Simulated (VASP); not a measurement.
## HfSi2B2: single point with PBE

The system is HfSi2B2.

```
Hf Si B
1.0
     3.47212    0.00000    0.00000
    -1.73606    3.00694    0.00000
     0.00000    0.00000    6.77856
Hf Si B
1 2 2
Direct
  0.00000 0.00000 0.00000
  0.00000 0.00000 0.63645
  0.00000 0.00000 0.36355
  0.33333 0.66667 0.00000
  0.66667 0.33333 0.00000
```

The cell was built from a structure type or drawn by symmetry, and may not be a known phase.

```yaml
Program: VASP 6.6.1
Task: single point
Functional: PBE
Potentials_or_basis: VASP PAW PBE potentials, release 64 (Hf_pv, Si, B)
Cutoff: 520 eV
k_mesh: 6 × 6 × 4
Occupations: gaussian, width 0.1 eV
Spin: no spin polarisation
Dipole_correction: no
Further_INCAR_settings: ALGO = Normal; EDIFF = 1e-06; NBANDS = 20
```

```
Pressure               : 56.2 GPa
Largest force          : 7.842 eV/Å
Band gap on the k mesh : zero (bands 12 and 13 overlap by 4.40 eV)
```

Forces on the atoms (eV/Å):
```
Hf   0.000  0.000  0.000
Si   0.000  0.000  7.842
Si   0.000  0.000 -7.842
B    0.000  0.000  0.000
B    0.000  0.000  0.000
```

Stress tensor (GPa, compression positive):
```
50.17  0.00  0.00
 0.00 50.17  0.00
 0.00  0.00 68.32
```

Levels at points of the mesh, in eV from the Fermi level:
```csv
k point,band 8,band 9,band 10,band 11,band 12,band 13,band 14,band 15,band 16,band 17
"(0.00, 0.00, 0.00)",-6.82,-3.48,-0.81,1.88,1.95,1.95,2.04,2.04,4.57,5.05
"(0.50, 0.00, 0.00)",-3.92,-3.65,-2.63,-2.02,-0.63,0.33,0.59,0.74,1.37,2.25
"(0.00, 0.00, 0.50)",-6.48,-4.39,1.19,1.19,1.66,1.88,2.81,3.66,3.66,5.03
"(0.50, 0.00, 0.50)",-5.01,-2.47,-1.99,-1.25,-0.63,-0.29,0.33,0.37,2.13,2.53
```

It took 17 s on 1 thread of Intel(R) Xeon(R) 6975P-C (Granite Rapids), with other jobs on the host, peak memory 0.2 GiB.

Caveat: the cell stands under pressure; spin-orbit coupling is left out, which moves the levels of the heavy elements; forces of over 1 eV/Å act on the atoms, so gaps and moduli don't describe the material at rest.
